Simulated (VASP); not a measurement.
Set up this calculation in VASP 6.6.1, as the native input.

```
Task                   : single point
Functional             : r2SCAN
Potentials or basis    : VASP PAW PBE potentials, release 64 (Y_sv)
Cutoff                 : 520 eV
k mesh                 : 10 × 10 × 6
Occupations            : methfessel-paxton, width 0.01 eV
Spin                   : no spin polarisation
Dipole correction      : no
Further INCAR settings : ALGO = Normal; EDIFF = 1e-06; NBANDS = 18
```

Crystal: Y.

```
Y
1.0
     3.68085    0.00000    0.00000
    -1.84042    3.18771    0.00000
     0.00000    0.00000    5.72065
Y
2
Direct
  0.33333 0.66667 0.25000
  0.66667 0.33333 0.75000
```

One way to write it, as run:

POSCAR

```
Y
1.0
    3.6808463851      0.0000000000      0.0000000000
   -1.8404231926      3.1877064770      0.0000000000
    0.0000000000      0.0000000000      5.7206466204
Y
2
Direct
    0.3333333333      0.6666666667      0.2500000000
    0.6666666667      0.3333333333      0.7500000000
```

INCAR.step1

```
SYSTEM = Y
  ALGO = Normal
  EDIFF = 1E-4
  ENCUT = 520
  GGA = PE
  ISMEAR = 1
  LASPH = .True.
  LCHARG = .False.
  LREAL = .False.
  LWAVE = .True.
  NBANDS = 18
  NELM = 60
  PREC = Accurate
  SIGMA = 0.01
```

INCAR.step2

```
SYSTEM = Y
  ALGO = Normal
  EDIFF = 1E-6
  ENCUT = 520
  ISIF = 2
  ISMEAR = 1
  ISTART = 1
  LASPH = .True.
  LCHARG = .False.
  LMIXTAU = .True.
  LREAL = .False.
  LWAVE = .False.
  METAGGA = R2SCAN
  NBANDS = 18
  NELM = 60
  PREC = Accurate
  SIGMA = 0.01
```

KPOINTS

```
k-points
0
Gamma
  10 10 6
  0 0 0
```

Potentials or basis: VASP PAW PBE potentials, release 64 (Y_sv).

Command:

```sh
$ cat potpaw_PBE.64/Y_sv/POTCAR > POTCAR
$ cp INCAR.step1 INCAR
$ mpirun -np 1 vasp_std > vasp.out
$ cp INCAR.step2 INCAR
$ mpirun -np 1 vasp_std > vasp.out
```

It gave:

- Pressure: -0.3 GPa
- Band gap on the k mesh: zero (band 11 reaches 4.02 eV, above the bottom of band 12 at 2.38 eV)

Caveat: the PAW data sets were made with another functional, which shifts forces and pressure a little.

Wall time 6.4 min on 1 thread of Intel(R) Xeon(R) Platinum 8259CL CPU @ 2.50GHz (Skylake/Cascade Lake) (shared host), peak memory 0.23 GiB.
